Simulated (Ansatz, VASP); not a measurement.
Mg: VASP beside Ansatz

The input INCAR:

```
SYSTEM = Mg
PREC     = Accurate       ! precision mode
ENCUT    = 600            ! plane-wave cutoff, eV
EDIFF    = 1E-6           ! SCF threshold, eV
ISMEAR   = 0              ! smearing method
SIGMA    = 0.1            ! smearing width, eV
LREAL    = .FALSE.        ! projectors in reciprocal space
LASPH    = .TRUE.         ! aspherical terms in the spheres
NELM     = 120            ! most SCF steps
ALGO     = Normal         ! electronic algorithm
ISIF     = 2              ! what is computed and relaxed
LWAVE    = .FALSE.        ! write WAVECAR
LCHARG   = .TRUE.         ! write CHGCAR
GGA      = RP             ! functional
LELF     = .TRUE.         ! ELF
LVHAR    = .TRUE.       
NBANDS   = 7              ! bands
GGA_COMPAT= .FALSE.
```

KPOINTS

```
regular mesh
0
G
  10 10 10
  0 0 0
```

File POSCAR:

```
Mg
1.0
    0.0000000000      2.2442560000      2.2442560000
    2.2442560000      0.0000000000      2.2442560000
    2.2442560000      2.2442560000      0.0000000000
Mg
1
Direct
    0.0000000000      0.0000000000      0.0000000000
```

input.yaml

```yaml
crystal:
  lattice:
    - [0.0, 2.244256, 2.244256]
    - [2.244256, 0.0, 2.244256]
    - [2.244256, 2.244256, 0.0]
  atoms:
    - { symbol: Mg, position: [0.0, 0.0, 0.0] }
hamiltonian:
  xc: rpbe
  pseudopotentials: { kind: paw }
kpoints:
  mp_grid: { grid: [10, 10, 10] }
scf:
  occupations: { method: gaussian, width: 0.1 }
output:
  forces: true
  stress: true
  eigenvalues: true
```

Alike in both runs: task single point; functional RPBE; k mesh 10 × 10 × 10; occupations gaussian, width 0.1 eV; no spin polarisation.

```csv
,VASP,Ansatz
version,VASP 6.6.1,Ansatz 0.2.0
potentials or method,"VASP PAW PBE potentials, release 64 (Mg)",Ansatz PAW
plane-wave cutoff (eV),600,420
valence electrons in the cell,2,10
```

```tsv
	VASP	Ansatz	Ansatz less VASP
gap on the k mesh at the Fermi level (eV)	none	none	-
pressure (GPa)	1.8	2.0	+0.20
```

VASP's potentials were made for PBE, not for RPBE. A gap of «none» marks a metal or a gap that the smearing closes. With one functional, cell and mesh, what is left measures potentials, basis and numerics. VASP's potentials hold 2 valence electrons a cell and Ansatz's 10, so a difference there can come from the potentials and not from the codes.
